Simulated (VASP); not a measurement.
# Mg (Im-3m) in VASP: notebook, part 2 of 2

VASP 6.6.1. Earlier steps stand in the parts before.

## 4. Electric field gradients, PBEsol (volume scaled by 1.01)

File INCAR:

```
  PREC = Accurate
  ENCUT = 520
  EDIFF = 1E-8
  ISMEAR = -1
  SIGMA = 0.05
  LREAL = F
  LASPH = T
  NELM = 60
  ALGO = Normal
  ISIF = 2
  LWAVE = F
  LCHARG = F
  GGA = PS
  LEFG = T
  NBANDS = 7
```

File KPOINTS:

```
Automatic mesh
0
Gamma
  16 16 16
```

File POSCAR:

```
Mg
1.0
   -1.4814053516      1.4814053516      1.4814053516
    1.4814053516     -1.4814053516      1.4814053516
    1.4814053516      1.4814053516     -1.4814053516
Mg
1
Direct
    0.0000000000      0.0000000000      0.0000000000
```

Potentials or basis: VASP PAW PBE potentials, release 64 (Mg).

On the command line:

```bash
cat potpaw_PBE.64/Mg/POTCAR > POTCAR
mpirun -np 1 vasp_std > vasp.out
```

OUTCAR:

```text
PREC = Accurate
   ENCUT = 520
   EDIFF = 1E-8
   ISMEAR = -1
   LREAL = F
   LASPH = T
   NELM = 60
   ISIF = 2
   GGA = PS

 ion  position               nearest neighbor table
   1  0.000  0.000  0.000-

  LATTYP: Found a body centered cubic cell.
 ALAT       =     2.9628107032

  Lattice vectors:

 A1 = (  -1.4814053516,   1.4814053516,   1.4814053516)
 A2 = (   1.4814053516,  -1.4814053516,   1.4814053516)
 A3 = (   1.4814053516,   1.4814053516,  -1.4814053516)

Analysis of symmetry for initial positions (statically):
=====================================================================
 Subroutine PRICEL returns:
 Original cell was already a primitive cell.

 Routine SETGRP: Setting up the symmetry group for a
 body centered cubic supercell.

 Subroutine GETGRP returns: Found 48 space group operations
 (whereof 48 operations were pure point group operations)
 out of a pool of 48 trial point group operations.

The static configuration has the point symmetry O_h .

Analysis of symmetry for dynamics (positions and initial velocities):
=====================================================================
 Subroutine PRICEL returns:
 Original cell was already a primitive cell.

 Routine SETGRP: Setting up the symmetry group for a
 body centered cubic supercell.

 Subroutine GETGRP returns: Found 48 space group operations
 (whereof 48 operations were pure point group operations)
 out of a pool of 48 trial point group operations.

The dynamic configuration has the point symmetry O_h .
[... 148 lines left out ...]
 fundamental gap:      0.0869776097
 Fermi energy:         6.4009539812

 k-point     1 :       0.0000    0.0000    0.0000
  band No.  band energies     occupation
      1      -3.3652      2.00000
      2      23.7362      0.00000
      3      23.7362      0.00000
      4      23.7362      0.00000
      5      26.4939      0.00000
      6      26.4939      0.00000
      7      28.2606      0.00000
[... 221 lines left out ...]
 k-point    24 :       0.2500    0.1875    0.0000
  band No.  band energies     occupation
      1       1.4183      2.00000
      2      10.6300      0.00000
      3      13.4542      0.00000
      4      20.1498      0.00000
      5      24.0823      0.00000
      6      27.5679      0.00000
      7      30.6966      0.00000

 [... further k-points ...]

------------------------ aborting loop because EDIFF is reached ----------------------------------------

  FORCE on cell =-STRESS in cart. coord.  units (eV):
  Direction    XX          YY          ZZ          XY          YZ          ZX
  --------------------------------------------------------------------------------------
  -------------------------------------------------------------------------------------
  Total        4.8018041      4.8018041      4.8018041      0.0000000      0.0000000     -0.0000000
  in kB      591.6069917    591.6069917    591.6069917      0.0000000      0.0000000     -0.0000000
  external PRESSURE =     591.6069917 kB  Pullay stress =       0.0000000 kB

 VOLUME and BASIS-vectors are now :
 -----------------------------------------------------------------------------
  energy-cutoff  :      520.00
  volume of cell :       13.00
      direct lattice vectors                 reciprocal lattice vectors
    -1.481405352  1.481405352  1.481405352     0.000000000  0.337517344  0.337517344
     1.481405352 -1.481405352  1.481405352     0.337517344  0.000000000  0.337517344
     1.481405352  1.481405352 -1.481405352     0.337517344  0.337517344  0.000000000

 POSITION                                       TOTAL-FORCE (eV/Angst)
 -----------------------------------------------------------------------------------
      0.00000      0.00000      0.00000        -0.000000      0.000000     -0.000000
 -----------------------------------------------------------------------------------
    total drift:                                0.000000      0.000000     -0.000000

  FREE ENERGIE OF THE ION-ELECTRON SYSTEM (eV)
  ---------------------------------------------------
  free  energy   TOTEN  =        -0.5855398549 eV

  energy  without entropy=       -0.5832007869  energy(sigma->0) =       -0.58437032

 Electric field gradients (V/A^2)
---------------------------------------------------------------------
 ion       V_xx      V_yy      V_zz      V_xy      V_xz      V_yz
---------------------------------------------------------------------
   1      -0.000    -0.000    -0.000     0.000     0.000     0.000
---------------------------------------------------------------------

 Electric field gradients after diagonalization (V/A^2)
 (convention: |V_zz| > |V_xx| > |V_yy|)
----------------------------------------------------------------------
 ion       V_xx      V_yy      V_zz     asymmetry (V_yy - V_xx)/ V_zz
----------------------------------------------------------------------
   1      -0.000    -0.000     0.000       0.000
----------------------------------------------------------------------

           NMR quadrupolar parameters

 Cq : quadrupolar parameter    Cq=e*Q*V_zz/h
 eta: asymmetry parameters     (V_yy - V_xx)/ V_zz
 Q  : nuclear electric quadrupole moment in mb (millibarn)
----------------------------------------------------------------------
 ion       Cq(MHz)       eta       Q (mb)
----------------------------------------------------------------------
   1       0.000       0.000       1.000
----------------------------------------------------------------------
```

OSZICAR:

```text
N       E                     dE             d eps       ncg     rms          rms(c)
DAV:   1     0.414623205252E+00    0.41462E+00   -0.94088E+02  2324   0.208E+02
DAV:   2    -0.623351835772E+00   -0.10380E+01   -0.99817E+00  2870   0.149E+01
DAV:   3    -0.625826082131E+00   -0.24742E-02   -0.24740E-02  2429   0.869E-01
DAV:   4    -0.625829274415E+00   -0.31923E-05   -0.31924E-05  2947   0.226E-02
DAV:   5    -0.625829279336E+00   -0.49216E-08   -0.40593E-08  2492   0.520E-04    0.761E-01
DAV:   6    -0.601293864711E+00    0.24535E-01   -0.22763E-04  2394   0.113E-01    0.484E-01
DAV:   7    -0.585681950177E+00    0.15612E-01   -0.64283E-04  2226   0.191E-01    0.191E-02
DAV:   8    -0.585550932258E+00    0.13102E-03   -0.18643E-05  2569   0.280E-02    0.572E-03
DAV:   9    -0.585539744525E+00    0.11188E-04   -0.40029E-06  2359   0.121E-02    0.673E-04
DAV:  10    -0.585539832458E+00   -0.87934E-07   -0.72469E-08  2422   0.169E-03    0.114E-04
DAV:  11    -0.585539859433E+00   -0.26975E-07   -0.30664E-10  1820   0.120E-04    0.945E-06
DAV:  12    -0.585539854904E+00    0.45292E-08   -0.15478E-11  1155   0.179E-05
   1 F= -.58553985E+00 E0= -.58437032E+00  d E =-.233907E-02
```

Run time: 16 s. Hardware: 1 thread of Intel Xeon Platinum 8375C at 2.90GHz (Ice Lake), shared host; peak memory 0.12 GiB.

Results:

```yaml
Free_energy: -0.5855 eV
Pressure: 59.2 GPa
Band_gap_on_the_k_mesh: zero (band 1 reaches 10.33 eV, above the bottom of band 2 at 5.49 eV)
```

Caveat: without QUAD_EFG the Cq values of the log hold for a quadrupole moment of 1 mb, not for the nuclei; the PAW data sets were made with another functional, which shifts forces and pressure a little.

## 5. The runs side by side

```csv
cell,gap on the mesh (eV),pressure (GPa)
"a = 2.506 Å, angles 109.5°, 1 atom",none,76.8
"a = 2.532 Å, angles 109.5°, 1 atom",none,68.7
"a = 2.566 Å, angles 109.5°, 1 atom",none,59.2
```

Alike in all rows: task electric field gradients; level PBEsol; potentials or basis VASP PAW PBE potentials, release 64 (Mg); no spin polarisation; k mesh 16 × 16 × 16; cutoff (eV) 520; smearing fermi-dirac 0.05 eV.

Caveats: the PAW data sets were made with another functional, which shifts forces and pressure a little.

Absolute energies hang on the potentials; compare differences alone.
